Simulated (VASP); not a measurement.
Wanted: the native input for a VASP 6.6.1 run.

| Quantity | Value |
| --- | --- |
| Task | single point |
| Functional | PBEsol |
| Potentials or basis | VASP PAW PBE potentials, release 64 (W_sv, S) |
| Cutoff | 520 eV |
| k mesh | 6 × 6 × 6 |
| Occupations | fermi-dirac, width 0.05 eV |
| Spin | no spin polarisation |
| Dipole correction | no |
| Further INCAR settings | ALGO = Normal; EDIFF = 1e-07; NBANDS = 35 |

The structure of WS2 lies in POSCAR:

```
WS2
1.0
   -2.2155517255      2.2143745259      4.7764667171
    2.5675005026     -2.5641254308      5.1503715534
    2.2631441762      2.6160611080     -4.9639653295
W S
2 4
Direct
    0.6850877635      0.1793835170      0.3626945843
    0.0528413685      0.0472078233      0.0982725175
    0.5481967040      0.0272871465      0.5302895781
    0.7484445900      0.7274667490     -0.0692838889
    0.1897239740      0.1993191956     -0.0693090205
    0.9894856400      0.4991305914      0.5302688947
```

These files were run (other wordings do the same):

INCAR

```
SYSTEM = WS2
  PREC = Accurate
  ENCUT = 520
  EDIFF = 1E-7
  ISMEAR = -1
  SIGMA = 0.05
  LREAL = .False.
  LASPH = .True.
  NELM = 60
  ALGO = Normal
  ISIF = 2
  LWAVE = .False.
  LCHARG = .True.
  GGA = PS
  LELF = .True.
  LVHAR = .True.
  NBANDS = 35
```

KPOINTS

```
Automatic mesh
0
Gamma
  6 6 6
  0 0 0
```

Potentials or basis: VASP PAW PBE potentials, release 64 (W_sv, S).

Launch:

```bash
$ cat potpaw_PBE.64/W_sv/POTCAR potpaw_PBE.64/S/POTCAR > POTCAR
$ mpirun -np 1 vasp_std > vasp.out
```

It gave:

The pressure is 0.2 GPa, the largest force is 0.023 eV/Å and the band gap on the k mesh is zero (band 26 reaches 6.48 eV, above the bottom of band 27 at 5.97 eV).

Caveat: the PAW data sets were made with another functional, which shifts forces and pressure a little; spin-orbit coupling is left out, which moves the levels of the heavy elements.

It took 16 min on 1 thread of Intel(R) Xeon(R) Platinum 8375C CPU @ 2.90GHz (Ice Lake), on a shared host, peak memory 0.5 GiB.
